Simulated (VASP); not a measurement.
Runs of VASP 6.6.1 on LiCl. The structure is that of space group R-3m (No. 166), or close to it. The cells are those of the table. 

```csv
cell,gap on the mesh (eV)
"a = 4.986 Å, angles 33.6°, 2 atoms",none
"a = 4.569 Å, angles 38.9°, 2 atoms",(a)
"a = 4.166 Å, angles 45.7°, 2 atoms",(b)
"a = 3.545 Å, angles 63.2°, 2 atoms",6.04
"a = 3.457 Å, angles 67.3°, 2 atoms",5.55
```

Alike in all rows: task single point; level PBE; potentials or basis VASP PAW PBE potentials, release 64 (Li_sv, Cl); no spin polarisation; k mesh 8 × 8 × 8; cutoff (eV) 520; smearing gaussian 0.05 eV.

Question: Fill in the values left out.

Answer: (a) 0.93; (b) 3.75.

A k mesh can miss the band edges.

A gap of «none» marks levels without a gap at the run's occupations.
